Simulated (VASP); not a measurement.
Runs of VASP 6.6.1 on Li2Se3. The structure is that of space group P-3m1 (No. 164), or close to it. The cells are those of the table. 

| task | cell | k mesh | cutoff (eV) | gap on the mesh (eV) | largest force (eV/Å) |
| --- | --- | --- | --- | --- | --- |
| single point | a = 4.298, b = 4.298, c = 6.789 Å, angles 90.0, 90.0, 120.0°, 5 atoms | 6 × 6 × 4 | 520 | none | 0.03 |
| relaxation of cell and atoms | relaxed from a = 4.207, b = 4.207, c = 6.546 Å, angles 90.0, 90.0, 120.0°, 5 atoms | 6 × 6 × 4 | 600 | none | 0.03 |
| single point | a = 4.318, b = 4.318, c = 6.760 Å, angles 90.0, 90.0, 120.0°, 5 atoms | 12 × 12 × 6 | 520 | none | (a) |
| single point | a = 4.207, b = 4.207, c = 6.546 Å, angles 90.0, 90.0, 120.0°, 5 atoms | 6 × 6 × 4 | 520 | none | 0.58 |

Alike in all rows: level PBE; potentials or basis VASP PAW PBE potentials, release 64 (Li_sv, Se); no spin polarisation; smearing gaussian 0.1 eV.

Task: Estimate the missing entries.

Result: (a) 0.01.

A k mesh can miss the band edges, and the runs leave out spin-orbit coupling on Se.

A gap of «none» marks levels without a gap at the run's occupations.
